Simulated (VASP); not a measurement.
**Al3GaN4: relaxation of the atoms with r2SCAN**

The system is Al3GaN4.

```
Al Ga N
1.0
     4.53327    0.00000    0.00000
     0.00000    4.53327    0.00000
     0.00000    0.00000    4.53327
Al Ga N
3 1 4
Direct
  0.50000 0.50000 0.00000
  0.50000 0.00000 0.50000
  0.00000 0.50000 0.50000
  0.00000 0.00000 0.00000
  0.74446 0.74446 0.25554
  0.74446 0.25554 0.74446
  0.25554 0.74446 0.74446
  0.25554 0.25554 0.25554
```

This cell differs from its parent crystal: equal strain along all axes, cell held: +3.0 %.

```yaml
Program: VASP 6.6.1
Task: relaxation of the atoms
Functional: r2SCAN
Potentials_or_basis: VASP PAW PBE potentials, release 64 (Al, Ga_d, N)
Cutoff: 520 eV
k_mesh: 6 × 6 × 6
Occupations: gaussian, width 0.02 eV
Spin: no spin polarisation
Dipole_correction: no
Further_INCAR_settings: ALGO = Normal; EDIFF = 1e-06; IBRION = 2; EDIFFG = -0.008; NSW = 60
```

- Energy gained by relaxing: 0.0 meV/atom
- Ionic steps: 2
- Pressure after relaxing: -15.5 GPa
- Band gap on the k mesh: 3.36 eV

The path:
```csv
step,energy change (eV),largest force (eV/Å),pressure (GPa)
1,0.0000,0.0633,-15.50
2,-0.0004,0.0011,-15.51
```

Final structure:
```yaml
crystal:
  lattice:
    - [4.53327, 0.00000, 0.00000]
    - [0.00000, 4.53327, 0.00000]
    - [0.00000, 0.00000, 4.53327]
  atoms:
    - { symbol: Al, position: [0.50000, 0.50000, 0.00000] }
    - { symbol: Al, position: [0.50000, 0.00000, 0.50000] }
    - { symbol: Al, position: [0.00000, 0.50000, 0.50000] }
    - { symbol: Ga, position: [0.00000, 0.00000, 0.00000] }
    - { symbol: N, position: [0.74407, 0.74407, 0.25593] }
    - { symbol: N, position: [0.74407, 0.25593, 0.74407] }
    - { symbol: N, position: [0.25593, 0.74407, 0.74407] }
    - { symbol: N, position: [0.25593, 0.25593, 0.25593] }
```

Levels at points of the mesh, in eV from the valence-band top:
```csv
k point,band 18,band 19,band 20,band 21,band 22,band 23,band 24,band 25
"(0.00, 0.00, 0.00)",-1.88,0.00,0.00,0.00,3.36,3.92,3.92,3.92
"(0.50, 0.00, 0.00)",-1.16,-1.16,-0.89,-0.89,5.80,5.81,6.54,6.54
"(0.50, 0.50, 0.00)",-0.83,-0.56,-0.50,-0.50,7.15,7.89,7.89,8.16
"(0.50, 0.50, 0.50)",-0.62,-0.35,-0.35,-0.35,5.38,7.03,7.03,7.03
```

Run time: 8.1 min on 1 thread of Oxide Virtual Turin-like Processor, with other jobs on the host, peak memory 0.21 GiB.

Caveat: the cell differs from its parent crystal (equal strain along all axes, cell held: +3.0 %); the PAW data sets were made with another functional, which shifts forces and pressure a little.
